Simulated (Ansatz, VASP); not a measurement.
Si4Ru in VASP and in Ansatz

```xyz
5
Lattice="4.4008 0.0000 0.0000 0.0000 4.4008 0.0000 0.0000 0.0000 4.4008" Properties=species:S:1:pos:R:3 pbc="T T T"
Si    1.3207    3.0801    3.0801
Si    3.0801    1.3207    3.0801
Si    3.0801    3.0801    1.3207
Si    1.3207    1.3207    1.3207
Ru    0.0000    0.0000    0.0000
```

Change from the starting cell: species swapped into the SnI4 type (P-43m, No. 215).

Alike in both runs: functional PBE; k mesh 8 × 8 × 8; occupations gaussian, width 0.1 eV; no spin polarisation.

Ansatz relaxed the structure, and its values are those at the end. VASP's run is a single point on that final structure, the one shown.

|  | VASP | Ansatz |
| --- | --- | --- |
| version | VASP 6.6.1 | Ansatz 0.2.0 |
| potentials or method | VASP PAW PBE potentials, release 64 (Si, Ru_pv), cutoff 520 eV | scalar-relativistic, plane waves, PAW |
| valence electrons in the cell | 30 | 32 |

Ansatz gave:

* gap on the k mesh at the Fermi level (eV): none
* pressure (GPa): 0.0
* rms of the force components (eV/Å): 0.009

Q: Estimate VASP's values.

A: gap on the k mesh at the Fermi level (eV): none; pressure (GPa): 0.0; rms of the force components (eV/Å): 0.004.

A gap of «none» marks a metal or a gap that the smearing closes. VASP's potentials hold 30 valence electrons a cell and Ansatz's 32, so a difference there can come from the potentials and not from the codes.
